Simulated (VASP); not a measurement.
# TaV (Cmmm) in VASP: further runs

TaV is run at these levels: PBE; tasks: single point.

Program: VASP 6.6.1. These are calculated values, not measurements. Logs are shortened: lines on timing, memory, paths and dates and some standing lists are left out, and cuts for length are marked.

### Step 1. The cell of the first run

It takes space group Cmmm (No. 65, orthorhombic). The conventional cell has a = 3.276 Å, b = 4.706 Å, c = 4.427 Å, α = 90.00°, β = 90.00°, γ = 90.00°. Within 3.6 Å of Ta (site symmetry mmm) lie 8 V at 2.75 to 3.23 Å and 6 Ta at 2.87 to 3.28 Å. Within 3.6 Å of V (site symmetry mmm) lie 8 Ta at 2.75 to 3.23 Å and 6 V at 2.87 to 3.28 Å.

### Step 2. Single point, PBE, collinear spin, ferromagnetic start

Contents of INCAR:

```
SYSTEM = TaV
PREC = Accurate
ENCUT = 520
EDIFF = 1E-6
ISMEAR = -1
SIGMA = 0.05
LREAL = .False.
LASPH = .True.
NELM = 150
ALGO = Normal
ISIF = 2
LWAVE = .False.
LCHARG = .False.
ISPIN = 2
MAGMOM = 0 2
LORBIT = 11
LMAXMIX = 4
GGA = PE
NBANDS = 23
```

Contents of KPOINTS:

```
regular mesh
0
Gamma
  10 10 6
  0 0 0
```

Contents of POSCAR:

```
TaV
1.0
    1.6382119218     -2.3530369813      0.0000000000
    1.6382119218      2.3530369813      0.0000000000
    0.0000000000      0.0000000000      4.4265073424
Ta V
1 1
Direct
    0.0000000000      0.0000000000      0.0000000000
    0.5000000000      0.5000000000      0.5000000000
```

Potentials or basis: VASP PAW PBE potentials, release 64 (Ta_pv, V_sv).

The run is started by

```
$ cat potpaw_PBE.64/Ta_pv/POTCAR potpaw_PBE.64/V_sv/POTCAR > POTCAR
$ mpirun -np 1 vasp_std > vasp.out
```

OUTCAR:

```text
SYSTEM = TaV
   PREC = Accurate
   ENCUT = 520
   EDIFF = 1E-6
   ISMEAR = -1
   LREAL = .False.
   LASPH = .True.
   NELM = 150
   ISIF = 2
   ISPIN = 2
   LORBIT = 11
   GGA = PE

 ion  position               nearest neighbor table
   1  0.000  0.000  0.000-   2 2.75   2 2.75   2 2.75   2 2.75   2 3.23   2 3.23   2 3.23   2 3.23

   2  0.500  0.500  0.500-   1 2.75   1 2.75   1 2.75   1 2.75   1 3.23   1 3.23   1 3.23   1 3.23

  LATTYP: Found a base centered orthorhombic cell.
 ALAT       =     3.2764238436
 B/A-ratio  =     1.4363446817
 C/A-ratio  =     1.3510179249

  Lattice vectors:

 A1 = (   1.6382119218,  -2.3530369813,   0.0000000000)
 A2 = (   1.6382119218,   2.3530369813,   0.0000000000)
 A3 = (   0.0000000000,   0.0000000000,   4.4265073424)

Analysis of symmetry for initial positions (statically):
=====================================================================
 Subroutine PRICEL returns:
 Original cell was already a primitive cell.

 Routine SETGRP: Setting up the symmetry group for a
 base centered orthorhombic supercell.

 Subroutine GETGRP returns: Found  8 space group operations
 (whereof  8 operations were pure point group operations)
 out of a pool of  8 trial point group operations.

The static configuration has the point symmetry D_2h.

Analysis of symmetry for dynamics (positions and initial velocities):
=====================================================================
 Subroutine PRICEL returns:
 Original cell was already a primitive cell.

 Routine SETGRP: Setting up the symmetry group for a
 base centered orthorhombic supercell.

 Subroutine GETGRP returns: Found  8 space group operations
 (whereof  8 operations were pure point group operations)
 out of a pool of  8 trial point group operations.

The dynamic configuration has the point symmetry D_2h.

Analysis of structural, dynamic, and magnetic symmetry:
=====================================================================
 Subroutine PRICEL returns:
 Original cell was already a primitive cell.

 Routine SETGRP: Setting up the symmetry group for a
 base centered orthorhombic supercell.

 Subroutine GETGRP returns: Found  8 space group operations
 (whereof  8 operations were pure point group operations)
 out of a pool of  8 trial point group operations.

The overall configuration has the point symmetry D_2h.

 Subroutine INISYM returns: Found  8 space group operations
 (whereof  8 operations are pure point group operations),
 and found     1 'primitive' translations

----------------------------------------------------------------------------------------

                                     Primitive cell

  volume of cell :      34.1264

  direct lattice vectors                    reciprocal lattice vectors
     1.638211922 -2.353036981  0.000000000     0.305210818 -0.212491348  0.000000000
     1.638211922  2.353036981  0.000000000     0.305210818  0.212491348  0.000000000
     0.000000000  0.000000000  4.426507342     0.000000000  0.000000000  0.225911745

  length of vectors
     2.867145154  2.867145154  4.426507342     0.371895437  0.371895437  0.225911745

  position of ions in fractional coordinates (direct lattice)
     0.000000000  0.000000000  0.000000000
     0.500000000  0.500000000  0.500000000

  ion indices of the primitive-cell ions
   primitive index   ion index
                 1           1
                 2           2

----------------------------------------------------------------------------------------

 KPOINTS: regular mesh

Automatic generation of k-mesh.
 Grid dimensions read from file:
 generate k-points for:   10   10    6

 Generating k-lattice:

  Cartesian coordinates                     Fractional coordinates (reciprocal lattice)
     0.030521082 -0.021249135  0.000000000     0.100000000 -0.000000000  0.000000000
     0.030521082  0.021249135  0.000000000    -0.000000000  0.100000000  0.000000000
     0.000000000  0.000000000  0.037651958     0.000000000  0.000000000  0.166666667

  Length of vectors
     0.037189544  0.037189544  0.037651958

  Shift w.r.t. Gamma in fractional coordinates (k-lattice)
     0.000000000  0.000000000  0.000000000

 Subroutine IBZKPT returns following result:
 ===========================================

 Found    124 irreducible k-points:

 Following reciprocal coordinates:
            Coordinates               Weight
  0.000000  0.000000  0.000000      1.000000
  0.100000  0.000000  0.000000      4.000000
  0.200000  0.000000  0.000000      4.000000
  0.300000  0.000000  0.000000      4.000000
  0.400000  0.000000  0.000000      4.000000
  0.500000  0.000000  0.000000      2.000000
[... 16 lines left out ...]
  0.300000  0.300000  0.000000      2.000000
  0.400000  0.300000  0.000000      4.000000
 [... further k-points ...]
   k-points           NKPTS =    124   k-points in BZ     NKDIM =    124   number of bands    NBANDS=     23
   number of dos      NEDOS =    301   number of ions     NIONS =      2
   total plane-waves  NPLWV =  20736
   dimension x,y,z NGX =    24 NGY =   24 NGZ =   36
   dimension x,y,z NGXF=    48 NGYF=   48 NGZF=   72
   ions per type =               1   1
   NGX,Y,Z   is equivalent  to a cutoff of  13.92, 13.92, 13.52 a.u.
   NGXF,Y,Z  is equivalent  to a cutoff of  27.83, 27.83, 27.04 a.u.
 SYSTEM =  TaV
   PREC   = accura    normal or accurate (medium, high low for compatibility)
   ISTART =      0    job   : 0-new  1-cont  2-samecut
   ICHARG =      2    charge: 1-file 2-atom 10-const
   ISPIN  =      2    spin polarized calculation?
   LNONCOLLINEAR =      F non collinear calculations
   LSORBIT =      F    spin-orbit coupling
   LASPH  =      T    aspherical Exc in radial PAW
   ENCUT  =  520.0 eV  38.22 Ry    6.18 a.u.   5.33  5.33  8.23*2*pi/ulx,y,z
   NELM   =    150;   NELMIN=  2; NELMDL= -5     # of ELM steps
   EDIFF  = 0.1E-05   stopping-criterion for ELM
   LREAL  =      F    real-space projection
   EDIFFG = 0.1E-04   stopping-criterion for IOM
   NSW    =      0    number of steps for IOM
   IBRION =     -1    ionic relax: 0-MD 1-quasi-New 2-CG
   NFREE  =      0    steps in history (QN), initial steepest desc. (CG)
   ISIF   =      2    stress and relaxation
   ISYM   =      2    0-nonsym 1-usesym 2-fastsym
   POTIM  = 0.5000    time-step for ionic-motion
   TEBEG  =    0.0;   TEEND  =   0.0 temperature during run
   PSTRESS=    0.0 pullay stress
   NELECT =      24.0000    total number of electrons
   NUPDOWN=      -1.0000    fix difference up-down
   EMIN   =  10.00;   EMAX   =-10.00  energy-range for DOS
   EFERMI =   0.00;   METHOD = LEGACY
   ISMEAR =    -1;   SIGMA  =   0.05  broadening in eV -4-tet -1-fermi 0-gaus
   EFERMI_NEDOS =   21; number of points for ismear=-14 and -15
   IALGO  =     38    algorithm
   IMIX   =      4    mixing-type and parameters
     AMIX     =   0.40;   BMIX     =  1.00
     AMIX_MAG =   1.60;   BMIX_MAG =  1.00
  volume/ion in A,a.u.               =      17.06       115.15
  Fermi-wavevector in a.u.,A,eV,Ry     =   1.455845  2.751149 28.837353  2.119486
  Thomas-Fermi vector in A             =   2.572833
   LORBIT       =     11    0 simple, 1 ext, 2 COOP (PROOUT), +10 PAW based schemes
   GGA     = PE    functional components
   LHFCALC =     F    Hartree Fock is set to
   AEXX    =    0.0000 exact exchange contribution
   IVDW    =     0    specifies the selected vdW correction
   LEPSILON=     F    determine dielectric tensor
   LRPA    =     F    only Hartree local field effects (RPA)
 spin polarized calculation
  energy-cutoff  :      520.00
  volume of cell :       34.13
 maximum number of plane-waves:       932
 NGX is ok and might be reduce to    24
   NGX = 11   NGY = 11   NGZ = 17

 number of electron      24.0000002 magnetization       0.0048574

 Free energy of the ion-electron system (eV)
  ---------------------------------------------------
  ext. energy  EPLUGINS =         0.00000000
  ---------------------------------------------------
  free energy    TOTEN  =       -20.58838548 eV

  energy without entropy =      -20.55774080  energy(sigma->0) =      -20.57306314

 E-fermi :   6.5132     XC(G=0): -12.3111

 val. band max:        6.5127660180   @ k =  -0.4000   0.1000   0.5000
 cond. band min:       6.5132372057   @ k =   0.5000   0.0000   0.1667
 fundamental gap:      0.0004711876
 Fermi energy:         6.5131808490

 spin component 1

 k-point     1 :       0.0000    0.0000    0.0000
  band No.  band energies     occupation
      1     -57.3315      1.00000
      2     -31.1606      1.00000
      3     -31.0566      1.00000
      4     -31.0305      1.00000
      5     -27.1694      1.00000
      6     -26.8034      1.00000
[... 15 lines left out ...]
     22      21.1011      0.00000
     23      22.6372      0.00000
[... 575 lines left out ...]
      1     -57.2887      1.00000
      2     -31.2741      1.00000
      3     -31.1790      1.00000
      4     -31.0847      1.00000
      5     -27.4562      1.00000
      6     -27.2094      1.00000
[... 15 lines left out ...]
     22      19.3815      0.00000
     23      20.3481      0.00000

 [... further k-points ...]

 spin component 2

 k-point     1 :       0.0000    0.0000    0.0000
  band No.  band energies     occupation
      1     -57.3277      1.00000
      2     -31.1569      1.00000
      3     -31.0528      1.00000
      4     -31.0269      1.00000
      5     -27.1693      1.00000
      6     -26.8035      1.00000
[... 15 lines left out ...]
     22      21.1011      0.00000
     23      22.6397      0.00000
[... 575 lines left out ...]
      1     -57.2849      1.00000
      2     -31.2705      1.00000
      3     -31.1752      1.00000
      4     -31.0810      1.00000
      5     -27.4563      1.00000
      6     -27.2095      1.00000
[... 15 lines left out ...]
     22      19.3825      0.00000
     23      20.3489      0.00000

 [... further k-points ...]
[... 5 lines left out ...]
  --------------------------------------------------------------------------------------
  -------------------------------------------------------------------------------------
  Total       -1.9405546     -2.1676113     -1.9322404      0.0000000      0.0000000      0.0000000
  in kB      -91.1058867   -101.7658293    -90.7155461      0.0000000      0.0000000      0.0000000
  external PRESSURE =     -94.5290874 kB  Pullay stress =       0.0000000 kB

 VOLUME and BASIS-vectors are now :
 -----------------------------------------------------------------------------
  energy-cutoff  :      520.00
  volume of cell :       34.13
      direct lattice vectors                 reciprocal lattice vectors
     1.638211922 -2.353036981  0.000000000     0.305210818 -0.212491348  0.000000000
     1.638211922  2.353036981  0.000000000     0.305210818  0.212491348  0.000000000
     0.000000000  0.000000000  4.426507342     0.000000000  0.000000000  0.225911745

 POSITION                                       TOTAL-FORCE (eV/Angst)
 -----------------------------------------------------------------------------------
      0.00000      0.00000      0.00000         0.000000      0.000000      0.000000
      1.63821      0.00000      2.21325         0.000000      0.000000      0.000000
 -----------------------------------------------------------------------------------
    total drift:                                0.000000      0.000000     -0.000000

  FREE ENERGIE OF THE ION-ELECTRON SYSTEM (eV)
  ---------------------------------------------------
  free  energy   TOTEN  =       -20.5883854842 eV

  energy  without entropy=      -20.5577407992  energy(sigma->0) =      -20.57306314

 total charge

# of ion       s       p       d       tot
------------------------------------------
    1        0.378   6.157   2.352   8.888
    2        2.292   6.183   2.971  11.446
--------------------------------------------------
tot          2.670  12.341   5.323  20.334

 magnetization (x)

# of ion       s       p       d       tot
------------------------------------------
    1       -0.000   0.000  -0.000  -0.000
    2        0.000   0.000   0.004   0.004
--------------------------------------------------
tot          0.000   0.000   0.003   0.004
```

Wall time 1.8 min (1 thread of Intel Xeon Platinum 8559C (Emerald Rapids), shared host); peak memory 0.28 GiB.

Results:

```yaml
Free_energy: -20.5884 eV
Pressure: -9.5 GPa
Band_gap_on_the_k_mesh: zero (filled and empty bands overlap)
Net_moment: 0.00 μB per cell
Valence_electrons_inside_the_program's_atomic_spheres: Ta 8.89; V 11.45
```

Stress tensor (GPa, compression positive):
```
 -9.11   0.00   0.00
  0.00 -10.18   0.00
  0.00   0.00  -9.07
```

Caveat: the cell stands under tension; the moments typed at the start vanished in this run; spin-orbit coupling is left out, which moves the levels of the heavy elements.

### Step 3. Single point, PBE, collinear spin, ferromagnetic start

Contents of INCAR:

```
PREC = Accurate
ENCUT = 520
EDIFF = 1E-6
ISMEAR = -1
SIGMA = 0.05
LREAL = F
LASPH = T
NELM = 150
ALGO = Normal
ISIF = 2
LWAVE = F
LCHARG = F
ISPIN = 2
MAGMOM = 0 2
LORBIT = 11
LMAXMIX = 4
GGA = PE
NBANDS = 23
```

Contents of KPOINTS:

```
Automatic mesh
0
Gamma
  10 10 6
```

POSCAR is that of step 2.

Potentials or basis: VASP PAW PBE potentials, release 64 (Ta_pv, V_sv).

The run is started by

```
$ cat potpaw_PBE.64/Ta_pv/POTCAR potpaw_PBE.64/V_sv/POTCAR > POTCAR
$ mpirun -np 1 vasp_std > vasp.out
```

It took 97 s on 1 thread of Intel Xeon Platinum 8559C (Emerald Rapids), shared host; peak memory 0.28 GiB.

It converged, with:

* Free energy: -20.5884 eV
* Pressure: -9.5 GPa
* Band gap on the k mesh: zero (filled and empty bands overlap)
* Net moment: 0.00 μB per cell
* Valence electrons inside the program's atomic spheres: Ta 8.89; V 11.45

Stress tensor (GPa, compression positive):
```
 -9.11   0.00   0.00
  0.00 -10.18   0.00
  0.00   0.00  -9.07
```

Levels at points of the mesh, in eV from the Fermi level:
Spin up:
| k point | band 8 | band 9 | band 10 | band 11 | band 12 | band 13 | band 14 | band 15 | band 16 | band 17 |
| --- | --- | --- | --- | --- | --- | --- | --- | --- | --- | --- |
| (0.00, 0.00, 0.00) | -7.15 | -3.43 | -1.19 | 0.09 | 0.46 | 0.80 | 1.85 | 1.89 | 2.05 | 3.86 |
| (0.50, 0.00, 0.00) | -3.27 | -1.84 | -1.41 | -0.80 | -0.62 | -0.30 | 1.53 | 2.08 | 3.67 | 4.14 |
| (0.50, 0.50, 0.00) | -3.87 | -2.97 | -2.77 | -1.32 | 0.94 | 2.69 | 2.72 | 3.41 | 4.35 | 4.93 |
| (0.00, 0.00, 0.50) | -5.64 | -3.97 | -0.40 | -0.18 | 0.17 | 0.34 | 1.38 | 1.44 | 1.76 | 3.26 |
| (0.50, 0.00, 0.50) | -3.66 | -3.47 | -1.23 | -0.91 | 1.06 | 1.60 | 1.97 | 2.01 | 3.31 | 4.52 |
| (0.50, 0.50, 0.50) | -2.97 | -2.18 | -1.54 | -1.15 | 0.55 | 1.05 | 1.16 | 2.27 | 2.74 | 6.36 |
Spin down:
```tsv
k point	band 9	band 10	band 11	band 12	band 13	band 14	band 15	band 16
(0.00, 0.00, 0.00)	-3.43	-1.18	0.09	0.47	0.80	1.85	1.89	2.05
(0.50, 0.00, 0.00)	-1.84	-1.41	-0.80	-0.62	-0.29	1.53	2.09	3.67
(0.50, 0.50, 0.00)	-2.97	-2.76	-1.32	0.94	2.69	2.73	3.41	4.36
(0.00, 0.00, 0.50)	-3.97	-0.40	-0.17	0.18	0.34	1.38	1.44	1.77
(0.50, 0.00, 0.50)	-3.47	-1.23	-0.91	1.06	1.60	1.97	2.02	3.31
(0.50, 0.50, 0.50)	-2.18	-1.53	-1.14	0.55	1.05	1.16	2.27	2.75
```

Caveat: the cell stands under tension; the moments typed at the start vanished in this run; spin-orbit coupling is left out, which moves the levels of the heavy elements.

[end of part 1 of 3]

The gap in the log of VASP goes by the Fermi energy; the results here count the filled bands.